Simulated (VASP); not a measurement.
The system is Ni.

```
CELL_PARAMETERS angstrom
0.00000 1.70210 1.70210
1.70210 0.00000 1.70210
1.70210 1.70210 0.00000
ATOMIC_POSITIONS crystal
Ni 0.00000 0.00000 0.00000
```

Base run:

* Program: VASP 6.6.1
* Functional: PBE
* Potentials or basis: VASP PAW PBE potentials, release 64 (Ni)
* Cutoff: 520 eV
* k mesh: 13 × 13 × 13
* Occupations: fermi-dirac, width 0.05 eV
* Spin: collinear spin, ferromagnetic start
* Starting moments: [1.0] μB

Its results: pressure 24.8 GPa; net moment 0.62 μB per cell; site moments Ni +0.62 μB.

Q: After a change of settings the same cell gave: pressure 16.1 GPa; net moment 0.65 μB per cell; site moments Ni +0.66 μB. Which change was it?
A. functional from PBE to PBEsol
B. functional from PBE to LDA; potentials or basis from VASP PAW PBE potentials, release 64 (Ni) to VASP PAW LDA potentials, release 64 (Ni)
C. functional from PBE to r2SCAN; further incar settings from ALGO = Normal; EDIFF = 1e-06; NBANDS = 15 to ALGO = Normal; EDIFF = 1e-07; NBANDS = 15
D. functional from PBE to PBEsol; further incar settings from ALGO = Normal; EDIFF = 1e-06; NBANDS = 15 to ALGO = Fast; EDIFF = 1e-06; NBANDS = 15

A: C.

Caveats: the PAW data sets were made with another functional, which shifts forces and pressure a little (some runs).
